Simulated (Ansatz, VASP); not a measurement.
Ge2Sb2Te5 in VASP and in Ansatz

```
CELL_PARAMETERS angstrom
4.29406 0.00000 0.00000
-2.14703 3.71877 0.00000
0.00000 0.00000 17.10135
ATOMIC_POSITIONS crystal
Te 0.66667 0.33333 0.41989
Te 0.33333 0.66667 0.58011
Te 0.33333 0.66667 0.20154
Te 0.66667 0.33333 0.79846
Te 0.00000 0.00000 0.00000
Sb 0.00000 0.00000 0.32007
Sb 0.00000 0.00000 0.67993
Ge 0.66667 0.33333 0.10290
Ge 0.33333 0.66667 0.89711
```

Alike in both runs: task relaxation of cell and atoms; functional LDA; k mesh 7 × 7 × 2; occupations fermi-dirac, width 0.05 eV; no spin polarisation.

```csv
,VASP,Ansatz
version,VASP 6.6.1,Ansatz 0.2.0
potentials or method,"VASP PAW LDA potentials, release 64 (Te, Sb, Ge_d)",Ansatz PAW
plane-wave cutoff (eV),600,420
valence electrons in the cell,68,138
```

```csv
,VASP,Ansatz,Ansatz less VASP
relaxed volume (Å³/atom),28.29,28.26,-0.028
relaxed length of the cell vector where the two differ most in proportion (Å),16.671,16.694,+0.0233
```

LDA's correlation is that of Perdew and Zunger in VASP and of Perdew and Wang (1992) in Ansatz. VASP's potentials hold 68 valence electrons a cell and Ansatz's 138, so a difference there can come from the potentials and not from the codes.

Neither program's run includes spin-orbit coupling. Noted on Ansatz's run: odd divisions of the mesh miss points on the zone boundary, where band edges often lie, so the gap on the mesh can be too wide; the plane-wave basis is chosen anew once the cell has moved, so the energies of steps on either side of that aren't comparable.
